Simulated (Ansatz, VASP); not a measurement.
# LiH: VASP beside Ansatz

File POSCAR:

```
LiH
1.0
    0.0000000000      1.9984726927      1.9984726927
    1.9984726927      0.0000000000      1.9984726927
    1.9984726927      1.9984726927      0.0000000000
Li H
1 1
Direct
    0.0000000000      0.0000000000      0.0000000000
    0.5000000000      0.5000000000      0.5000000000
```

File INCAR.step1:

```
ALGO     = Normal         # electronic algorithm
EDIFF    = 1E-5           # SCF threshold, eV
ENCUT    = 520            # plane-wave cutoff, eV
GGA      = PE             # functional
ISIF     = 2              # what is computed and relaxed
ISMEAR   = 0              # smearing method
LASPH    = T              # aspherical terms in the spheres
LREAL    = F              # projectors in reciprocal space
LWAVE    = T              # write WAVECAR
NBANDS   = 9              # bands
NELM     = 100            # most SCF steps
PREC     = Accurate       # precision mode
SIGMA    = 0.01           # smearing width, eV
```

Contents of INCAR.step2:

```
AEXX     = 0.15           # exact-exchange fraction
ALGO     = Normal         # electronic algorithm
EDIFF    = 1E-7           # SCF threshold, eV
ENCUT    = 520            # plane-wave cutoff, eV
GGA      = PE             # functional
HFSCREEN = 0.5            # screening, 1/A
ISIF     = 2              # what is computed and relaxed
ISMEAR   = 0              # smearing method
ISTART   = 1            
LASPH    = T              # aspherical terms in the spheres
LCHARG   = T              # write CHGCAR
LELF     = T              # ELF
LHFCALC  = T              # exact exchange
LREAL    = F              # projectors in reciprocal space
LVHAR    = T            
LWAVE    = F              # write WAVECAR
NBANDS   = 9              # bands
NELM     = 100            # most SCF steps
PREC     = Accurate       # precision mode
PRECFOCK = Normal       
SIGMA    = 0.01           # smearing width, eV
```

Contents of KPOINTS:

```
k-points
0
Gamma
  6 6 6
```

Input for Ansatz:

```yaml
crystal:
  lattice:
    - [0.0, 1.9984726927, 1.9984726927]
    - [1.9984726927, 0.0, 1.9984726927]
    - [1.9984726927, 1.9984726927, 0.0]
  atoms:
    - { symbol: Li, position: [0.0, 0.0, 0.0] }
    - { symbol: H, position: [0.5, 0.5, 0.5] }
kpoints:
  mp_grid: { grid: [6, 6, 6] }
hamiltonian:
  xc: { exchange: pbe, correlation: pbe, exx: { coeff: 0.15, omega: 0.5 } }
scf:
  occupations: { method: fixed }
  n_extra_bands: 4
output:
  forces: true
  stress: true
  eigenvalues: true
```

Alike in both runs: task single point; functional PBE-based screened hybrid; k mesh 6 × 6 × 6; no spin polarisation.

|  | VASP | Ansatz |
| --- | --- | --- |
| version | VASP 6.6.1 | Ansatz 0.2.0 |
| potentials or method | VASP PAW PBE potentials, release 64 (Li_sv, H) | plane waves |
| plane-wave cutoff (eV) | 520 | 420 |
| occupations | gaussian, width 0.01 eV | fixed |
| valence electrons in the cell | 4 | 4 |

Ansatz gave:

```
gap on the k mesh at the Fermi level (eV) : 3.28
```

Q: Estimate VASP's values.

A: gap on the k mesh at the Fermi level (eV): 3.27.

VASP's potentials were made for PBE, not for PBE-based screened hybrid. Ansatz's warnings: stress exchange threshold loose, stress scf threshold loose.

The k mesh is coarse, so the values compare programs but aren't converged. Noted on VASP's run: the cutoff is short for stress, so the pressure is rough.
